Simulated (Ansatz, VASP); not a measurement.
Two plane-wave programs on GaSb3

```
Ga Sb
1.0
     0.00000    3.67934    3.58220
     3.67934    0.00000    3.58220
     3.67934    3.67934    0.00000
Ga Sb
1 3
Direct
  0.00000 0.00000 0.00000
  0.25000 0.25000 0.25000
  0.75000 0.75000 0.75000
  0.50000 0.50000 0.50000
```

Alike in both runs: task single point; functional PBEsol; k mesh 10 × 10 × 10; occupations gaussian, width 0.15 eV; no spin polarisation.

```csv
,VASP,Ansatz
version,VASP 6.6.1,Ansatz 0.2.0
potentials or method,"VASP PAW PBE potentials, release 64 (Ga_d, Sb), cutoff 520 eV","scalar-relativistic, plane waves, PAW"
valence electrons in the cell,28,58
```

```csv
,VASP,Ansatz,Ansatz less VASP
gap on the k mesh at the Fermi level (eV),none,none,-
pressure (GPa),0.1,0.1,-0.03
"traceless stress, the component that is largest in VASP (GPa)",0.60,0.60,-0.004
```

VASP's potentials were made for PBE, not for PBEsol, and Ansatz warns of the same on its side. A gap of «none» marks a metal or a gap that the smearing closes. VASP's potentials hold 28 valence electrons a cell and Ansatz's 58, so a difference there can come from the potentials and not from the codes.

Spin-orbit coupling is off throughout.
